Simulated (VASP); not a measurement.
A run of VASP 6.6.1 is set up as follows.

Contents of INCAR:

```
ALGO = Normal ; EDIFF = 1E-7
ENCUT = 520 ; GGA = PE
ISIF = 2 ; ISMEAR = -1
LASPH = True ; LCHARG = False
LREAL = False ; LWAVE = False
NBANDS = 9 ; NELM = 60
PREC = Accurate ; SIGMA = 0.08
```

Contents of KPOINTS:

```
k-points
0
Gamma
  12 12 12
```

POSCAR

```
Te
1.0
    2.4540720286      0.0000000000      0.0000000000
    0.0000000000      2.4540720286      0.0000000000
    0.0000000000      0.0000000000      2.4540720286
Te
1
Direct
    0.0000000000      0.0000000000      0.0000000000
```

Potentials or basis: VASP PAW PBE potentials, release 64 (Te).

Run with:

```sh
$ cat potpaw_PBE.64/Te/POTCAR > POTCAR
$ mpirun -np 1 vasp_std > vasp.out
```

(1) Estimate the band gap on the k mesh.

(2) Estimate the pressure.

Answers

(1) zero (band 3 reaches 27.93 eV, above the bottom of band 4 at 18.06 eV).

(2) 217.5 GPa.

Caveat: spin-orbit coupling is left out, which moves the levels of the heavy elements.
